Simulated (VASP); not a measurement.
# Hf (I4/mmm) in VASP: further runs, part 2 of 2

VASP 6.6.1. Earlier steps stand in the parts before.

## 3. Single point, r2SCAN (strain -0.0150 x Voigt [1, 0, 0, 0, 0, 0])

Input file POSCAR:

```
Hf
1.0
    0.0000000000      2.2200000000      2.2200000000
    2.1867000000      0.0000000000      2.2200000000
    2.1867000000      2.2200000000      0.0000000000
Hf
1
Direct
    0.0000000000      0.0000000000      0.0000000000
```

Input file INCAR.step1:

```
PREC = Accurate ; ENCUT = 520
ISMEAR = 0 ; SIGMA = 0.15
LREAL = False ; LASPH = True
NELM = 100 ; NBANDS = 11
GGA = PE ; ALGO = Normal
EDIFF = 1E-4 ; LWAVE = True
LCHARG = False
```

Input file INCAR.step2:

```
PREC = Accurate ; ENCUT = 520
EDIFF = 1E-6 ; ISMEAR = 0
SIGMA = 0.15 ; LREAL = False
LASPH = True ; NELM = 100
ALGO = Normal ; ISIF = 2
LWAVE = False ; LCHARG = True
METAGGA = R2SCAN ; LMIXTAU = True
LELF = True ; LVHAR = True
NBANDS = 11 ; ISTART = 1
```

Input file KPOINTS:

```
regular mesh
0
Gamma
  18 18 18
```

Potentials or basis: VASP PAW PBE potentials, release 64 (Hf_pv).

Command:

```console
$ cat potpaw_PBE.64/Hf_pv/POTCAR > POTCAR
$ cp INCAR.step1 INCAR
$ mpirun -np 1 vasp_std > vasp.out
$ cp INCAR.step2 INCAR
$ mpirun -np 1 vasp_std > vasp.out
```

OUTCAR:

```text
PREC = Accurate
   ENCUT = 520
   EDIFF = 1E-6
   ISMEAR = 0
   LREAL = False
   LASPH = True
   NELM = 100
   ISIF = 2
   METAGGA = R2SCAN
   ISTART = 1

 ion  position               nearest neighbor table
   1  0.000  0.000  0.000-

  LATTYP: Found a body centered tetragonal cell.
 ALAT       =     3.1395541085
 C/A-ratio  =     1.3930003589

  Lattice vectors:

 A1 = (  -2.1867000000,   0.0000000000,  -2.2200000000)
 A2 = (  -2.1867000000,   0.0000000000,   2.2200000000)
 A3 = (   2.1867000000,   2.2200000000,   0.0000000000)

Analysis of symmetry for initial positions (statically):
=====================================================================
 Subroutine PRICEL returns:
 Original cell was already a primitive cell.

 Routine SETGRP: Setting up the symmetry group for a
 body centered tetragonal supercell.

 Subroutine GETGRP returns: Found 16 space group operations
 (whereof 16 operations were pure point group operations)
 out of a pool of 16 trial point group operations.

The static configuration has the point symmetry D_4h.

Analysis of symmetry for dynamics (positions and initial velocities):
=====================================================================
 Subroutine PRICEL returns:
 Original cell was already a primitive cell.

 Routine SETGRP: Setting up the symmetry group for a
 body centered tetragonal supercell.

 Subroutine GETGRP returns: Found 16 space group operations
 (whereof 16 operations were pure point group operations)
 out of a pool of 16 trial point group operations.

The dynamic configuration has the point symmetry D_4h.

 Subroutine INISYM returns: Found 16 space group operations
 (whereof 16 operations are pure point group operations),
 and found     1 'primitive' translations

----------------------------------------------------------------------------------------

                                     Primitive cell

  volume of cell :      21.5539

  direct lattice vectors                    reciprocal lattice vectors
     0.000000000  2.220000000  2.220000000    -0.228655051  0.225225225  0.225225225
     2.186700000  0.000000000  2.220000000     0.228655051 -0.225225225  0.225225225
     2.186700000  2.220000000  0.000000000     0.228655051  0.225225225 -0.225225225

  length of vectors
     3.139554108  3.116096419  3.116096419     0.392091745  0.392091745  0.392091745

  position of ions in fractional coordinates (direct lattice)
     0.000000000  0.000000000  0.000000000

  ion indices of the primitive-cell ions
   primitive index   ion index
                 1           1

----------------------------------------------------------------------------------------

 KPOINTS: regular mesh

Automatic generation of k-mesh.
 Grid dimensions read from file:
 generate k-points for:   18   18   18

 Generating k-lattice:

  Cartesian coordinates                     Fractional coordinates (reciprocal lattice)
    -0.012703058  0.012512513  0.012512513     0.055555556  0.000000000  0.000000000
     0.012703058 -0.012512513  0.012512513     0.000000000  0.055555556  0.000000000
     0.012703058  0.012512513 -0.012512513     0.000000000  0.000000000  0.055555556

  Length of vectors
     0.021782875  0.021782875  0.021782875

  Shift w.r.t. Gamma in fractional coordinates (k-lattice)
     0.000000000  0.000000000  0.000000000

 Subroutine IBZKPT returns following result:
 ===========================================

 Found    480 irreducible k-points:

 Following reciprocal coordinates:
            Coordinates               Weight
  0.000000  0.000000  0.000000      1.000000
  0.055556  0.000000  0.000000      8.000000
  0.111111  0.000000  0.000000      8.000000
  0.166667  0.000000  0.000000      8.000000
  0.222222  0.000000  0.000000      8.000000
  0.277778  0.000000  0.000000      8.000000
[... 16 lines left out ...]
 -0.277778  0.055556  0.000000     16.000000
 -0.222222  0.055556  0.000000     16.000000
 [... further k-points ...]
   k-points           NKPTS =    480   k-points in BZ     NKDIM =    480   number of bands    NBANDS=     11
   number of dos      NEDOS =    301   number of ions     NIONS =      1
   total plane-waves  NPLWV =  13824
   dimension x,y,z NGX =    24 NGY =   24 NGZ =   24
   dimension x,y,z NGXF=    48 NGYF=   48 NGZF=   48
   ions per type =               1
   NGX,Y,Z   is equivalent  to a cutoff of  12.71, 12.80, 12.80 a.u.
   NGXF,Y,Z  is equivalent  to a cutoff of  25.42, 25.61, 25.61 a.u.
 SYSTEM =  unknown system
   PREC   = accura    normal or accurate (medium, high low for compatibility)
   ISTART =      1    job   : 0-new  1-cont  2-samecut
   ICHARG =      0    charge: 1-file 2-atom 10-const
   ISPIN  =      1    spin polarized calculation?
   LNONCOLLINEAR =      F non collinear calculations
   LSORBIT =      F    spin-orbit coupling
   LASPH  =      T    aspherical Exc in radial PAW
   ENCUT  =  520.0 eV  38.22 Ry    6.18 a.u.   5.84  5.79  5.79*2*pi/ulx,y,z
   NELM   =    100;   NELMIN=  2; NELMDL=  0     # of ELM steps
   EDIFF  = 0.1E-05   stopping-criterion for ELM
   LREAL  =      F    real-space projection
   EDIFFG = 0.1E-04   stopping-criterion for IOM
   NSW    =      0    number of steps for IOM
   IBRION =     -1    ionic relax: 0-MD 1-quasi-New 2-CG
   NFREE  =      0    steps in history (QN), initial steepest desc. (CG)
   ISIF   =      2    stress and relaxation
   ISYM   =      2    0-nonsym 1-usesym 2-fastsym
   POTIM  = 0.5000    time-step for ionic-motion
   TEBEG  =    0.0;   TEEND  =   0.0 temperature during run
   PSTRESS=    0.0 pullay stress
   NELECT =      10.0000    total number of electrons
   NUPDOWN=      -1.0000    fix difference up-down
   EMIN   =  10.00;   EMAX   =-10.00  energy-range for DOS
   EFERMI =   0.00;   METHOD = LEGACY
   ISMEAR =     0;   SIGMA  =   0.15  broadening in eV -4-tet -1-fermi 0-gaus
   EFERMI_NEDOS =   21; number of points for ismear=-14 and -15
   IALGO  =     38    algorithm
   IMIX   =      4    mixing-type and parameters
     AMIX     =   0.40;   BMIX     =  1.00
     AMIX_MAG =   1.60;   BMIX_MAG =  1.00
  volume/ion in A,a.u.               =      21.55       145.45
  Fermi-wavevector in a.u.,A,eV,Ry     =   1.267359  2.394962 21.853675  1.606200
  Thomas-Fermi vector in A             =   2.400511
   LORBIT       =      0    0 simple, 1 ext, 2 COOP (PROOUT), +10 PAW based schemes
   METAGGA = R2SCAN    functional components
   LHFCALC =     F    Hartree Fock is set to
   AEXX    =    0.0000 exact exchange contribution
   IVDW    =     0    specifies the selected vdW correction
   LEPSILON=     F    determine dielectric tensor
   LRPA    =     F    only Hartree local field effects (RPA)
 non-spin polarized calculation
 Gauss-broadening in eV      SIGMA  =   0.15
  energy-cutoff  :      520.00
  volume of cell :       21.55
 maximum number of plane-waves:       594
   NGX = 11   NGY = 11   NGZ = 11

 number of electron      10.0000001 magnetization

 Free energy of the ion-electron system (eV)
  ---------------------------------------------------
  ext. energy  EPLUGINS =         0.00000000
  ---------------------------------------------------
  free energy    TOTEN  =       -45.06301978 eV

  energy without entropy =      -45.04807845  energy(sigma->0) =      -45.05554912

 E-fermi :   4.8689     XC(G=0): -12.3608

 val. band max:        4.8649982543   @ k =  -0.1667   0.3333   0.1667
 cond. band min:       4.8742416271   @ k =   0.5000   0.1111   0.0556
 fundamental gap:      0.0092433729
 Fermi energy:         4.8689171096

 k-point     1 :       0.0000    0.0000    0.0000
  band No.  band energies     occupation
      1     -26.1024      2.00000
      2     -26.1023      2.00000
      3     -26.1023      2.00000
      4      -2.8118      2.00000
      5       6.4333      0.00000
      6       6.4333      0.00000
      7       6.6099      0.00000
      8       9.4880      0.00000
      9       9.7493      0.00000
     10      16.8327      0.00000
     11      16.9935      0.00000
[... 309 lines left out ...]
 k-point    24 :      -0.2222    0.0556    0.0000
  band No.  band energies     occupation
      1     -26.5737      2.00000
      2     -26.1946      2.00000
      3     -26.1485      2.00000
      4      -0.8035      2.00000
      5       5.0008      0.21356
      6       6.7531      0.00000
      7       7.0783      0.00000
      8       9.0317      0.00000
      9       9.9705      0.00000
     10      16.9930      0.00000
     11      17.3554      0.00000

 [... further k-points ...]

------------------------ aborting loop because EDIFF is reached ----------------------------------------

  FORCE on cell =-STRESS in cart. coord.  units (eV):
  Direction    XX          YY          ZZ          XY          YZ          ZX
  --------------------------------------------------------------------------------------
  -------------------------------------------------------------------------------------
  Total        0.6079759      0.4895437      0.4895437      0.0000000      0.0000000     -0.0000000
  in kB       45.1930640     36.3895692     36.3895692      0.0000000      0.0000000     -0.0000000
  external PRESSURE =      39.3240675 kB  Pullay stress =       0.0000000 kB

 VOLUME and BASIS-vectors are now :
 -----------------------------------------------------------------------------
  energy-cutoff  :      520.00
  volume of cell :       21.55
      direct lattice vectors                 reciprocal lattice vectors
     0.000000000  2.220000000  2.220000000    -0.228655051  0.225225225  0.225225225
     2.186700000  0.000000000  2.220000000     0.228655051 -0.225225225  0.225225225
     2.186700000  2.220000000  0.000000000     0.228655051  0.225225225 -0.225225225

 POSITION                                       TOTAL-FORCE (eV/Angst)
 -----------------------------------------------------------------------------------
      0.00000      0.00000      0.00000         0.000000     -0.000000     -0.000000
 -----------------------------------------------------------------------------------
    total drift:                                0.000000     -0.000000      0.000000

  FREE ENERGIE OF THE ION-ELECTRON SYSTEM (eV)
  ---------------------------------------------------
  free  energy   TOTEN  =       -45.0630197796 eV

  energy  without entropy=      -45.0480784542  energy(sigma->0) =      -45.05554912
```

It took 1.7 min on 1 thread of Intel Xeon 6975P-C (Granite Rapids), shared host; peak memory 0.23 GiB.

What came out:

| Item | Value |
| --- | --- |
| Free energy | -45.0630 eV |
| Pressure | 3.9 GPa |
| Band gap on the k mesh | zero (bands 5 and 6 overlap by 2.28 eV) |

Caveat: the cell differs from its parent crystal (strain -0.0150 x Voigt [1, 0, 0, 0, 0, 0]); the cell stands under pressure; the PAW data sets were made with another functional, which shifts forces and pressure a little; spin-orbit coupling is left out, which moves the levels of the heavy elements.
